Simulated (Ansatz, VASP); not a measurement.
One calculation of TiO2, two programs

The input INCAR:

```
  PREC = Accurate
  ENCUT = 520
  EDIFF = 1E-6
  ISMEAR = -1
  SIGMA = 0.05
  LREAL = False
  LASPH = True
  NELM = 80
  ALGO = Normal
  ISIF = 2
  LWAVE = False
  LCHARG = False
  GGA = RP
  NBANDS = 60
```

Contents of KPOINTS:

```
Automatic mesh
0
Gamma
  8 8 4
```

POSCAR

```
TiO2
1.0
    6.2742662098     -1.9204086332      0.0000000000
    6.2742662098      1.9204086332      0.0000000000
   -1.9661460253      0.0000000000      6.4530957747
Ti O
4 8
Direct
    0.9000710000      0.9000710000      0.2896020000
    0.1952860000      0.1952860000      0.2837620000
    0.0999290000      0.0999290000      0.7103980000
    0.8047140000      0.8047140000      0.7162380000
    0.3619310000      0.3619310000      0.2933970000
    0.2634885000      0.2634885000      0.6525000000
    0.8671885000      0.8671885000      0.9952910000
    0.7365115000      0.7365115000      0.3475000000
    0.9416475000      0.9416475000      0.6300210000
    0.1328115000      0.1328115000      0.0047090000
    0.6380690000      0.6380690000      0.7066030000
    0.0583525000      0.0583525000      0.3699790000
```

The input input.yaml:

```yaml
crystal:
  lattice:
    - [6.2742662098, -1.9204086332, 0.0]
    - [6.2742662098, 1.9204086332, 0.0]
    - [-1.9661460253, 0.0, 6.4530957747]
  atoms:
    - { symbol: Ti, position: [0.900071, 0.900071, 0.289602] }
    - { symbol: Ti, position: [0.195286, 0.195286, 0.283762] }
    - { symbol: Ti, position: [0.099929, 0.099929, 0.710398] }
    - { symbol: Ti, position: [0.804714, 0.804714, 0.716238] }
    - { symbol: O, position: [0.361931, 0.361931, 0.293397] }
    - { symbol: O, position: [0.2634885, 0.2634885, 0.6525] }
    - { symbol: O, position: [0.8671885, 0.8671885, 0.995291] }
    - { symbol: O, position: [0.7365115, 0.7365115, 0.3475] }
    - { symbol: O, position: [0.9416475, 0.9416475, 0.630021] }
    - { symbol: O, position: [0.1328115, 0.1328115, 0.004709] }
    - { symbol: O, position: [0.638069, 0.638069, 0.706603] }
    - { symbol: O, position: [0.0583525, 0.0583525, 0.369979] }
hamiltonian:
  xc: rpbe
  pseudopotentials: { kind: paw }
kpoints:
  mp_grid: { grid: [8, 8, 4] }
scf:
  occupations: { method: fermi_dirac, width: 0.05 }
output:
  forces: true
  stress: true
  eigenvalues: true
```

Alike in both runs: task single point; functional RPBE; k mesh 8 × 8 × 4; occupations fermi-dirac, width 0.05 eV; no spin polarisation.

|  | VASP | Ansatz |
| --- | --- | --- |
| version | VASP 6.6.1 | Ansatz 0.2.0 |
| potentials or method | VASP PAW PBE potentials, release 64 (Ti_sv, O) | Ansatz PAW |
| plane-wave cutoff (eV) | 520 | 420 |
| valence electrons in the cell | 96 | 96 |

```csv
,VASP,Ansatz,Ansatz less VASP
gap on the k mesh at the Fermi level (eV),2.56,2.58,+0.019
least direct gap on the mesh (eV),2.71,2.73,+0.018
pressure (GPa),-6.7,-7.1,-0.45
"traceless stress, the component that is largest in VASP (GPa)",-0.47,-0.50,-0.034
rms of the force components (eV/Å),0.171,0.186,+0.0153
```

VASP's potentials were made for PBE, not for RPBE. Atom by atom the forces differ by 0.016 eV/Å (rms over components).
